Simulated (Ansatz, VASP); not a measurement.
# Two plane-wave programs on SnTe

```
Sn Te
1.0
     0.00000    3.23541    3.23541
     3.23541    0.00000    3.23541
     3.23541    3.23541    0.00000
Sn Te
1 1
Direct
  0.00000 0.00000 0.00000
  0.50000 0.50000 0.50000
```

Change from the starting cell: strain +0.025 along x and y, +0.025 along z, atoms carried along.

Alike in both runs: task single point; functional PBE; k mesh 10 × 10 × 10; occupations gaussian, width 0.03 eV; no spin polarisation.

|  | VASP | Ansatz |
| --- | --- | --- |
| version | VASP 6.6.1 | Ansatz 0.2.0 |
| potentials or method | VASP PAW PBE potentials, release 64 (Sn_d, Te), cutoff 520 eV | scalar-relativistic, plane waves, PAW |
| valence electrons in the cell | 20 | 30 |

|  | VASP | Ansatz | Ansatz less VASP |
| --- | --- | --- | --- |
| gap on the k mesh at the Fermi level (eV) | 0.13 | 0.13 | 0.000 |
| least direct gap on the mesh (eV) | 0.13 | 0.13 | 0.000 |
| pressure (GPa) | -1.1 | -1.1 | +0.06 |

VASP's potentials hold 20 valence electrons a cell and Ansatz's 30, so a difference there can come from the potentials and not from the codes.

Spin-orbit coupling is off throughout.
